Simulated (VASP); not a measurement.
# CdS (P6_3mc) in VASP: further runs, part 2 of 3

VASP 6.6.1.

## (3) Relaxation of cell and atoms, PBE

This run uses another cell than the first one, of 21.55 Å³/atom.

File INCAR:

```
ALGO     = Normal         # electronic algorithm
EDIFF    = 1E-6           # SCF threshold, eV
EDIFFG   = -0.005         # ionic threshold
ENCUT    = 600            # plane-wave cutoff, eV
GGA      = PE             # functional
IBRION   = 2              # ionic algorithm
ISIF     = 3              # what is computed and relaxed
ISMEAR   = -1             # smearing method
LASPH    = T              # aspherical terms in the spheres
LCHARG   = F              # write CHGCAR
LREAL    = F              # projectors in reciprocal space
LWAVE    = F              # write WAVECAR
NELM     = 80             # most SCF steps
NSW      = 80             # ionic steps
PREC     = Accurate       # precision mode
SIGMA    = 0.02           # smearing width, eV
```

File KPOINTS:

```
k-points
0
Gamma
  6 6 4
```

File POSCAR:

```
CdS
1.0
    3.9353502208      0.0000000000      0.0000000000
   -1.9676751104      3.4081132640      0.0000000000
    0.0000000000      0.0000000000      6.4264269105
Cd S
2 2
Direct
    0.3333333333      0.6666666667      0.0000000000
    0.6666666667      0.3333333333      0.5000000000
    0.3333333333      0.6666666667      0.3750000000
    0.6666666667      0.3333333333      0.8750000000
```

Potentials or basis: VASP PAW PBE potentials, release 64 (Cd, S).

Launch:

```console
$ cat potpaw_PBE.64/Cd/POTCAR potpaw_PBE.64/S/POTCAR > POTCAR
$ mpirun -np 1 vasp_std > vasp.out
```

OUTCAR:

```text
EDIFF = 1E-6
   EDIFFG = -0.005
   ENCUT = 600
   GGA = PE
   IBRION = 2
   ISIF = 3
   ISMEAR = -1
   LASPH = T
   LREAL = F
   NELM = 80
   NSW = 80
   PREC = Accurate

 ion  position               nearest neighbor table
   1  0.333  0.667  0.000-   4 2.41   4 2.41   4 2.41   3 2.41
   2  0.667  0.333  0.500-   3 2.41   3 2.41   3 2.41   4 2.41
   3  0.333  0.667  0.375-   2 2.41   2 2.41   2 2.41   1 2.41
   4  0.667  0.333  0.875-   1 2.41   1 2.41   1 2.41   2 2.41

  LATTYP: Found a hexagonal cell.
 ALAT       =     3.9353502208
 C/A-ratio  =     1.6330000000

  Lattice vectors:

 A1 = (   3.9353502208,   0.0000000000,   0.0000000000)
 A2 = (  -1.9676751104,   3.4081132640,   0.0000000000)
 A3 = (   0.0000000000,   0.0000000000,   6.4264269105)

Analysis of symmetry for initial positions (statically):
=====================================================================
 Subroutine PRICEL returns:
 Original cell was already a primitive cell.

 Routine SETGRP: Setting up the symmetry group for a
 hexagonal supercell.

 Subroutine GETGRP returns: Found 12 space group operations
 (whereof  6 operations were pure point group operations)
[... 168 lines left out ...]

------------------------ aborting loop because EDIFF is reached ----------------------------------------

  FORCE on cell =-STRESS in cart. coord.  units (eV):
  Direction    XX          YY          ZZ          XY          YZ          ZX
  --------------------------------------------------------------------------------------
  -------------------------------------------------------------------------------------
  Total        8.6504513      8.6504513      8.7589221      0.0000000      0.0000000     -0.0000000
  in kB      160.7986390    160.7986390    162.8149444      0.0000000      0.0000000     -0.0000000
  external PRESSURE =     161.4707408 kB  Pullay stress =       0.0000000 kB
[... 95 lines left out ...]
  FREE ENERGIE OF THE ION-ELECTRON SYSTEM (eV)
  ---------------------------------------------------
  free  energy   TOTEN  =       -12.2922545963 eV

  energy  without entropy=      -12.2922545963  energy(sigma->0) =      -12.29225460

[... ionic steps 4 to 9 ...]

--------------------------------------- Ionic step       10  -------------------------------------------

 number of electron      35.9999999 magnetization

------------------------ aborting loop because EDIFF is reached ----------------------------------------
[... 71 lines left out ...]
--------------------------------------- Ionic step       12  -------------------------------------------

 number of electron      36.0000001 magnetization

 Free energy of the ion-electron system (eV)
  ---------------------------------------------------
  ext. energy  EPLUGINS =         0.00000000
  ---------------------------------------------------
  free energy    TOTEN  =       -12.29256012 eV

  energy without entropy =      -12.29256012  energy(sigma->0) =      -12.29256012

 E-fermi :   1.2660     XC(G=0):  -8.8953

 val. band max:        0.8717152344   @ k =   0.0000   0.0000   0.0000
 cond. band min:       1.9717061239   @ k =   0.0000   0.0000   0.0000
 fundamental gap:      1.0999908895
 Fermi energy:         1.2659567729

 k-point     1 :       0.0000    0.0000    0.0000
  band No.  band energies     occupation
      1     -11.1880      2.00000
      2     -10.8049      2.00000
      3      -6.6629      2.00000
      4      -6.6567      2.00000
      5      -6.6567      2.00000
      6      -6.5833      2.00000
[... 545 lines left out ...]
  FREE ENERGIE OF THE ION-ELECTRON SYSTEM (eV)
  ---------------------------------------------------
  free  energy   TOTEN  =       -12.2925601201 eV

  energy  without entropy=      -12.2925601201  energy(sigma->0) =      -12.29256012

 reached required accuracy - stopping structural energy minimisation
```

CONTCAR:

```text
CdS
   1.00000000000000
     4.2035253813252513    0.0000000000000000   -0.0000000000000000
    -2.1017626906626257    3.6403597656785296    0.0000000000000000
     0.0000000000000000    0.0000000000000000    6.8411006982393179
  Cd              S
     2     2
Direct
     0.3333333332999970    0.6666666667000030    0.9992612916194556
     0.6666666667000030    0.3333333332999970    0.4992612916194557
     0.3333333332999970    0.6666666667000030    0.3757387083805443
     0.6666666667000030    0.3333333332999970    0.8757387083805444

  0.00000000E+00  0.00000000E+00  0.00000000E+00
  0.00000000E+00  0.00000000E+00  0.00000000E+00
  0.00000000E+00  0.00000000E+00  0.00000000E+00
  0.00000000E+00  0.00000000E+00  0.00000000E+00
```

It took 7.6 min on 1 thread of AMD EPYC 7R13, shared host; peak memory 0.22 GiB.

Results:

| Property | Result |
| --- | --- |
| Free energy | -12.2926 eV |
| Relaxed volume | 26.17 Å³/atom |
| Relaxed cell | a = 4.204 Å, b = 4.204 Å, c = 6.841 Å, α = 90.00°, β = 90.00°, γ = 120.00° |
| Space group after relaxing (to 0.1 Å) | P6_3mc (No. 186) |
| Energy gained by relaxing | 194.6 meV/atom |
| Ionic steps | 12 |
| Pressure after relaxing | 0.0 GPa |
| Band gap on the k mesh | 1.10 eV |

The path:
```tsv
step	energy change (eV)	largest force (eV/Å)	pressure (GPa)	volume (Å³)
1	0.0000	0.0054	16.15	86.19
2	-0.6050	0.0210	-4.38	116.22
3	-0.7781	0.0160	0.08	104.56
4	-0.7780	0.0163	-0.11	104.95
5	-0.7782	0.0148	0.01	104.69
6	-0.7782	0.0145	0.02	104.63
7	-0.7782	0.0139	0.11	104.52
8	-0.7782	0.0144	0.06	104.60
9	-0.7782	0.0149	0.06	104.61
10	-0.7782	0.0148	0.05	104.62
11	-0.7783	0.0111	0.03	104.64
12	-0.7784	0.0012	0.02	104.68
```

Final structure:
```
CELL_PARAMETERS angstrom
4.20353 0.00000 0.00000
-2.10176 3.64036 0.00000
0.00000 0.00000 6.84110
ATOMIC_POSITIONS crystal
Cd 0.33333 0.66667 0.99926
Cd 0.66667 0.33333 0.49926
S 0.33333 0.66667 0.37574
S 0.66667 0.33333 0.87574
```

Caveat: the volume moved by over 15 % at a fixed basis, so the end points are rough.

## (4) Single point, PBE

File INCAR:

```
SYSTEM = CdS
PREC     = Accurate       ! precision mode
ENCUT    = 520            ! plane-wave cutoff, eV
EDIFF    = 1E-6           ! SCF threshold, eV
ISMEAR   = -1             ! smearing method
SIGMA    = 0.02           ! smearing width, eV
LREAL    = .False.        ! projectors in reciprocal space
LASPH    = .True.         ! aspherical terms in the spheres
NELM     = 60             ! most SCF steps
ALGO     = Normal         ! electronic algorithm
ISIF     = 2              ! what is computed and relaxed
LWAVE    = .False.        ! write WAVECAR
LCHARG   = .False.        ! write CHGCAR
GGA      = PE             ! functional
NBANDS   = 26             ! bands
```

File KPOINTS:

```
Automatic mesh
0
Gamma
  12 12 4
  0 0 0
```

File POSCAR:

```
CdS
1.0
    4.1646012805      0.0000000000      0.0000000000
   -2.0823006403      3.6066505056      0.0000000000
    0.0000000000      0.0000000000      6.7660104844
Cd S
2 2
Direct
    0.3333333333      0.6666666667     -0.0009631161
    0.6666666667      0.3333333333      0.4990368839
    0.3333333333      0.6666666667      0.3759631161
    0.6666666667      0.3333333333      0.8759631161
```

Launch:

```console
$ cat potpaw_PBE.64/Cd/POTCAR potpaw_PBE.64/S/POTCAR > POTCAR
$ mpirun -np 1 vasp_std > vasp.out
```

Run time: 3.9 min. Hardware: 1 thread of AMD EPYC 7R13, shared host; peak memory 0.26 GiB.

Results (log left out):

```yaml
Free_energy: -12.2838 eV
Pressure: 1.7 GPa
Band_gap_on_the_k_mesh: 1.17 eV
```

Stress tensor (GPa, compression positive):
```
1.67 0.00 0.00
0.00 1.67 0.00
0.00 0.00 1.75
```

Levels at points of the mesh, in eV from the valence-band top:
```csv
k point,band 14,band 15,band 16,band 17,band 18,band 19,band 20,band 21,band 22,band 23
"(0.00, 0.00, 0.00)",-0.73,-0.73,-0.04,0.00,0.00,1.17,2.76,6.48,6.48,6.80
"(0.50, 0.00, 0.00)",-3.44,-2.55,-1.81,-1.24,-0.73,3.68,3.88,5.12,6.35,7.04
"(0.00, 0.00, 0.50)",-2.41,-0.38,-0.38,-0.38,-0.38,2.81,2.81,6.17,6.17,6.83
"(0.50, 0.00, 0.50)",-4.03,-1.30,-1.30,-1.27,-1.27,3.48,3.48,5.37,5.37,7.87
```

(Continued in part 3 of 3.)
